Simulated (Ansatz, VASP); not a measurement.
BaS in VASP and in Ansatz

```
Ba S
1.0
     4.36529    0.00000    0.00000
    -2.18265    3.78046    0.00000
     0.00000    0.00000    3.97807
Ba S
1 1
Direct
  0.00000 0.00000 0.00000
  0.66667 0.33333 0.50000
```

Alike in both runs: task single point; functional HSE06; k mesh 4 × 4 × 4; occupations gaussian, width 0.05 eV; no spin polarisation.

|  | VASP | Ansatz |
| --- | --- | --- |
| version | VASP 6.6.1 | Ansatz 0.2.0 |
| potentials or method | VASP PAW PBE potentials, release 64 (Ba_sv, S), cutoff 520 eV | scalar-relativistic, plane waves, PAW |
| valence electrons in the cell | 16 | 16 |

VASP gave:

| Item | Value |
| --- | --- |
| gap on the k mesh at the Fermi level (eV) | 2.91 |
| least direct gap on the mesh (eV) | 2.91 |
| pressure (GPa) | 0.1 |

Question: What did Ansatz give for the same quantities?

Answer: gap on the k mesh at the Fermi level (eV): 2.97; least direct gap on the mesh (eV): 2.97; pressure (GPa): -0.4.

Ansatz's warnings: stress exchange threshold loose, stress scf threshold loose.

Neither program's run includes spin-orbit coupling.
